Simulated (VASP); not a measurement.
Set up this calculation in VASP 6.6.1, as the native input.

```
Task                   : single point
Functional             : PBE
Dispersion             : D3(BJ)
Potentials or basis    : VASP PAW PBE potentials, release 64 (Tc_pv, H)
Cutoff                 : 400 eV
k mesh                 : 4 × 3 × 4
Occupations            : fermi-dirac, width 0.15 eV
Spin                   : no spin polarisation
Dipole correction      : no
Further INCAR settings : ALGO = Normal; EDIFF = 1e-06; NBANDS = 90
```

The structure of Tc12H (a cell with a defect) lies in POSCAR:

```
Tc12H
1.0
    5.4800000000      0.0000000000      0.0000000000
   -4.1100000000      7.1187290000      0.0000000000
    0.0000000000      0.0000000000      4.3949600000
Tc H
12 1
Direct
   -0.0474120164     -0.0109289172      0.0201822087
    0.1561832024      0.2287065570      0.4891739629
   -0.0237427629      0.3115303308      0.0287374629
    0.1701467468      0.5338452974      0.4489688188
    0.0363836627      0.6658351512     -0.0326737900
    0.1893932896      0.8923784007      0.4723820012
    0.5316955710      0.0187814426      0.0526739720
    0.6362612620      0.2378374005      0.5207555928
    0.4793887680      0.3302555835      0.0531290387
    0.7447480373      0.5792747554      0.4316762837
    0.4812290310      0.6565778807     -0.0074175874
    0.6398750349      0.8865487083      0.5221890529
    0.3324012923      0.0864620637      0.8244443635
```

These files were run (other wordings do the same):

INCAR

```
ALGO = Normal
EDIFF = 1E-6
ENCUT = 400
GGA = PE
GGA_COMPAT = F
ISIF = 2
ISMEAR = -1
IVDW = 12
LASPH = T
LCHARG = T
LELF = T
LREAL = F
LVHAR = T
LWAVE = F
NBANDS = 90
NELM = 120
PREC = Accurate
SIGMA = 0.15
```

KPOINTS

```
k-points
0
Gamma
  4 3 4
```

Potentials or basis: VASP PAW PBE potentials, release 64 (Tc_pv, H).

The run is started by

```sh
$ cat potpaw_PBE.64/Tc_pv/POTCAR potpaw_PBE.64/H/POTCAR > POTCAR
$ mpirun -np 1 vasp_std > vasp.out
```

It gave:

```
Pressure                   : 10.1 GPa
Largest force              : 3.732 eV/Å
Band gap on the k mesh     : zero (an odd number of electrons rules out a gap without spin polarisation)
Dispersion energy per atom : -0.605 eV
```

Caveat: the atoms stand as in a frame of molecular dynamics.

Wall time 8.4 min on 1 thread of Intel Xeon 8259CL, on a shared host, peak memory 0.35 GiB.
